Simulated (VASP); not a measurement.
# AgCl (Cmcm) in VASP: dielectric tensor with PBE

Aim: the dielectric tensor of AgCl with PBE.

Everything below comes from runs of VASP 6.6.1. Logs are shortened: lines on timing, memory, paths and dates and some standing lists are left out, and cuts for length are marked.

## 1. The cell of the first run

It takes space group Cmcm (No. 63, orthorhombic). Conventional cell: a = 3.726 Å, b = 11.112 Å, c = 3.942 Å, α = 90.00°, β = 90.00°, γ = 90.00°. Ag (site symmetry m2m) has 7 Cl at 2.73 to 3.24 Å and 6 Ag at 3.04 to 3.94 Å within 4.0 Å. Within 4.0 Å of Cl (site symmetry m2m) lie 7 Ag at 2.73 to 3.24 Å and 10 Cl at 3.57 to 3.94 Å.

## 2. Dielectric tensor, PBE

INCAR reads:

```
SYSTEM = AgCl
ALGO = Normal ; EDIFF = 1E-8
ENCUT = 520 ; GGA = PE
ISIF = 2 ; ISMEAR = 0
LASPH = .True. ; LCHARG = .False.
LEPSILON = .True. ; LREAL = .False.
LWAVE = .False. ; NELM = 60
PREC = Accurate ; SIGMA = 0.01
```

KPOINTS reads:

```
k-points
0
Gamma
  6 6 6
  0 0 0
```

POSCAR reads:

```
AgCl
1.0
    1.8631438178     -5.5561090586      0.0000000000
    1.8631438178      5.5561090586      0.0000000000
    0.0000000000      0.0000000000      3.9419952114
Ag Cl
2 2
Direct
    0.3957836907      0.6042163093      0.7500000000
    0.6042163093      0.3957836907      0.2500000000
    0.8659204715      0.1340795285      0.2500000000
    0.1340795285      0.8659204715      0.7500000000
```

Potentials or basis: VASP PAW PBE potentials, release 64 (Ag, Cl).

On the command line:

```
$ cat potpaw_PBE.64/Ag/POTCAR potpaw_PBE.64/Cl/POTCAR > POTCAR
$ mpirun -np 1 vasp_std > vasp.out
```

OUTCAR:

```text
SYSTEM = AgCl
   EDIFF = 1E-8
   ENCUT = 520
   GGA = PE
   ISIF = 2
   ISMEAR = 0
   LASPH = .True.
   LEPSILON = .True.
   LREAL = .False.
   NELM = 60
   PREC = Accurate

 ion  position               nearest neighbor table
   1  0.396  0.604  0.750-   3 2.73   3 2.73   3 2.73   3 2.73   4 2.91   2 3.04   2 3.04
   2  0.604  0.396  0.250-   4 2.73   4 2.73   4 2.73   4 2.73   3 2.91   1 3.04   1 3.04
   3  0.866  0.134  0.250-   1 2.73   1 2.73   1 2.73   1 2.73   2 2.91
   4  0.134  0.866  0.750-   2 2.73   2 2.73   2 2.73   2 2.73   1 2.91

  LATTYP: Found a base centered orthorhombic cell.
 ALAT       =     3.7262876356
 B/A-ratio  =     2.9821149637
 C/A-ratio  =     1.0578880636

  Lattice vectors:

 A1 = (   1.8631438178,  -5.5561090586,   0.0000000000)
 A2 = (   1.8631438178,   5.5561090586,   0.0000000000)
 A3 = (   0.0000000000,   0.0000000000,   3.9419952114)

Analysis of symmetry for initial positions (statically):
=====================================================================
 Subroutine PRICEL returns:
 Original cell was already a primitive cell.

 Routine SETGRP: Setting up the symmetry group for a
 base centered orthorhombic supercell.

 Subroutine GETGRP returns: Found  8 space group operations
 (whereof  4 operations were pure point group operations)
 out of a pool of  8 trial point group operations.

The static configuration has the point symmetry C_2h.
 The point group associated with its full space group is D_2h.

Analysis of symmetry for dynamics (positions and initial velocities):
=====================================================================
 Subroutine PRICEL returns:
 Original cell was already a primitive cell.

 Routine SETGRP: Setting up the symmetry group for a
 base centered orthorhombic supercell.

 Subroutine GETGRP returns: Found  8 space group operations
 (whereof  4 operations were pure point group operations)
 out of a pool of  8 trial point group operations.

The dynamic configuration has the point symmetry C_2h.
 The point group associated with its full space group is D_2h.

 Subroutine INISYM returns: Found  8 space group operations
 (whereof  4 operations are pure point group operations),
 and found     1 'primitive' translations

----------------------------------------------------------------------------------------

                                     Primitive cell

  volume of cell :      81.6137

  direct lattice vectors                    reciprocal lattice vectors
     1.863143818 -5.556109059  0.000000000     0.268363610 -0.089991034  0.000000000
     1.863143818  5.556109059  0.000000000     0.268363610  0.089991034  0.000000000
     0.000000000  0.000000000  3.941995211     0.000000000  0.000000000  0.253678644

  length of vectors
     5.860175147  5.860175147  3.941995211     0.283050195  0.283050195  0.253678644

  position of ions in fractional coordinates (direct lattice)
     0.395783691  0.604216309  0.750000000
     0.604216309  0.395783691  0.250000000
     0.865920471  0.134079529  0.250000000
     0.134079529  0.865920471  0.750000000

  ion indices of the primitive-cell ions
   primitive index   ion index
                 1           1
                 2           2
                 3           3
                 4           4

----------------------------------------------------------------------------------------

 KPOINTS: k-points

Automatic generation of k-mesh.
 Grid dimensions read from file:
 generate k-points for:    6    6    6

 Generating k-lattice:

  Cartesian coordinates                     Fractional coordinates (reciprocal lattice)
     0.044727268 -0.014998506  0.000000000     0.166666667  0.000000000  0.000000000
     0.044727268  0.014998506  0.000000000     0.000000000  0.166666667  0.000000000
[... 88 lines left out ...]
   LRPA    =     F    only Hartree local field effects (RPA)
 non-spin polarized calculation
 Gauss-broadening in eV      SIGMA  =   0.01
  energy-cutoff  :      520.00
  volume of cell :       81.61
 maximum number of plane-waves:      2224
 NGX is ok and might be reduce to    48
   NGX = 21   NGY = 21   NGZ = 15

--------------------------------------- Ionic step        1  -------------------------------------------

 number of electron      36.0000003 magnetization

 E-fermi :   4.3798     XC(G=0): -10.2509

 val. band max:        4.2766157844   @ k =   0.3333   0.1667   0.0000
 cond. band min:       4.7308751505   @ k =   0.0000   0.0000   0.0000
 fundamental gap:      0.4542593661
 Fermi energy:         4.3797537396

 k-point     1 :       0.0000    0.0000    0.0000
  band No.  band energies     occupation
      1     -10.9223      2.00000
      2     -10.3206      2.00000
      3      -0.2663      2.00000
      4       0.8000      2.00000
      5       1.0407      2.00000
      6       1.1536      2.00000
[... 589 lines left out ...]
     21      10.8300      0.00000
     22      11.4699      0.00000

 [... further k-points ...]

  FORCE on cell =-STRESS in cart. coord.  units (eV):
  Direction    XX          YY          ZZ          XY          YZ          ZX
  --------------------------------------------------------------------------------------
  -------------------------------------------------------------------------------------
  Total        0.8185417      0.8299055      0.7339448      0.0000000      0.0000000      0.0000000
  in kB       16.0689751     16.2920592     14.4082344      0.0000000      0.0000000      0.0000000
  external PRESSURE =      15.5897563 kB  Pullay stress =       0.0000000 kB

 VOLUME and BASIS-vectors are now :
 -----------------------------------------------------------------------------
  energy-cutoff  :      520.00
  volume of cell :       81.61
      direct lattice vectors                 reciprocal lattice vectors
     1.863143818 -5.556109059  0.000000000     0.268363610 -0.089991034  0.000000000
     1.863143818  5.556109059  0.000000000     0.268363610  0.089991034  0.000000000
     0.000000000  0.000000000  3.941995211     0.000000000  0.000000000  0.253678644

 POSITION                                       TOTAL-FORCE (eV/Angst)
 -----------------------------------------------------------------------------------
      1.86314      1.15807      2.95650         0.000000      0.000316     -0.000000
      1.86314     -1.15807      0.98550         0.000000     -0.000316      0.000000
      1.86314     -4.06619      0.98550         0.000000      0.013492     -0.000000
      1.86314      4.06619      2.95650         0.000000     -0.013492     -0.000000
 -----------------------------------------------------------------------------------
    total drift:                                0.000000      0.000000     -0.000000

  FREE ENERGIE OF THE ION-ELECTRON SYSTEM (eV)
  ---------------------------------------------------
  free  energy   TOTEN  =       -10.6466785495 eV

  energy  without entropy=      -10.6466785495  energy(sigma->0) =      -10.64667855

 HEAD OF MICROSCOPIC STATIC DIELECTRIC TENSOR (INDEPENDENT PARTICLE, excluding Hartree and local field effects)
 ------------------------------------------------------
           6.133856     0.000000     0.000000
           0.000000     5.383094     0.000000
           0.000000    -0.000000     5.940494
 ------------------------------------------------------

 Free energy of the ion-electron system (eV)
  ---------------------------------------------------
  ---------------------------------------------------
  free energy    TOTEN  =        -1.15907736 eV

  energy without entropy =       -1.15907736

------------------------ aborting loop because EDIFF is reached ----------------------------------------

--------------------------------------- Ionic step        2  -------------------------------------------

------------------------ aborting loop because EDIFF is reached ----------------------------------------

--------------------------------------- Ionic step        3  -------------------------------------------

 Free energy of the ion-electron system (eV)
  ---------------------------------------------------
  ---------------------------------------------------
  free energy    TOTEN  =        -1.11340001 eV

  energy without entropy =       -1.11340001

------------------------ aborting loop because EDIFF is reached ----------------------------------------

 PIEZOELECTRIC TENSOR FIELD DIRECTION 3  (e Angst)
 -----------------------------------------------------------------------------
    -0.00232  0.00000  0.00000           (  0.00007  0.00000  0.00000)
     0.00000  0.00010  0.00000           (  0.00000 -0.00003  0.00000)
     0.00000  0.00000 -0.00117           (  0.00000  0.00000 -0.00003)

 PIEZOELECTRIC TENSOR FIELD DIRECTION 3  (C/m^2)
 -----------------------------------------------------------------------------
    -0.00045  0.00000  0.00000
     0.00000  0.00002  0.00000
     0.00000  0.00000 -0.00023

 MACROSCOPIC STATIC DIELECTRIC TENSOR (including local field effects in DFT)
 ------------------------------------------------------
           5.892010     0.000000     0.000000
           0.000000     5.032124    -0.000000
           0.000000     0.000000     5.704330
 ------------------------------------------------------

 PIEZOELECTRIC TENSOR (including local field effects)  for field in x, y, z        (e  Angst)
          XX          YY          ZZ          XY          YZ          ZX
  --------------------------------------------------------------------------------
  x     0.00000     0.00000     0.00000     0.00000     0.00000     0.00000
  y     0.00000     0.00000     0.00000     0.00000     0.00000     0.00000
  z     0.00000     0.00000     0.00000     0.00000     0.00000     0.00000

 PIEZOELECTRIC TENSOR (including local field effects)  for field in x, y, z        (C/m^2)
          XX          YY          ZZ          XY          YZ          ZX
  --------------------------------------------------------------------------------
  x     0.00000     0.00000     0.00000     0.00000     0.00000     0.00000
  y     0.00000     0.00000     0.00000     0.00000     0.00000     0.00000
  z     0.00000     0.00000     0.00000     0.00000     0.00000     0.00000

 BORN EFFECTIVE CHARGES (including local field effects) (in |e|, cummulative output)
 ---------------------------------------------------------------------------------
 ion    1
    1     1.57617     0.00000     0.00000
    2     0.00000     1.31245     0.00000
    3     0.00000     0.00000     1.43694
 ion    2
    1     1.57617     0.00000     0.00000
    2     0.00000     1.31245     0.00000
    3     0.00000     0.00000     1.43694
 ion    3
    1    -1.57617     0.00000     0.00000
    2     0.00000    -1.31245     0.00000
    3     0.00000     0.00000    -1.43694
 ion    4
    1    -1.57617     0.00000     0.00000
    2     0.00000    -1.31245     0.00000
    3     0.00000     0.00000    -1.43694
```

Wall time 26 min (1 thread of Intel Xeon 8259CL, shared host); peak memory 0.46 GiB.

Results:

```
Band gap on the k mesh                  : 0.45 eV (least direct gap 1.97 eV)
Electronic dielectric tensor (diagonal) : 5.89, 5.03, 5.70
Born charges (mean of the diagonal)     : Ag +1.44; Cl -1.44 e
```

Electronic dielectric tensor:
```
5.89 0.00 0.00
0.00 5.03 0.00
0.00 0.00 5.70
```

Born effective charge tensors (e):
atom 1, Ag
```
1.58 0.00 0.00
0.00 1.31 0.00
0.00 0.00 1.44
```
atom 2, Ag
```
1.58 0.00 0.00
0.00 1.31 0.00
0.00 0.00 1.44
```
atom 3, Cl
```
-1.58  0.00  0.00
 0.00 -1.31  0.00
 0.00  0.00 -1.44
```
atom 4, Cl
```
-1.58  0.00  0.00
 0.00 -1.31  0.00
 0.00  0.00 -1.44
```

Caveat: the gap is small at this level, which inflates the dielectric constant; semilocal functionals underestimate gaps, and a narrow one can read as zero. A k mesh can miss the band edges.
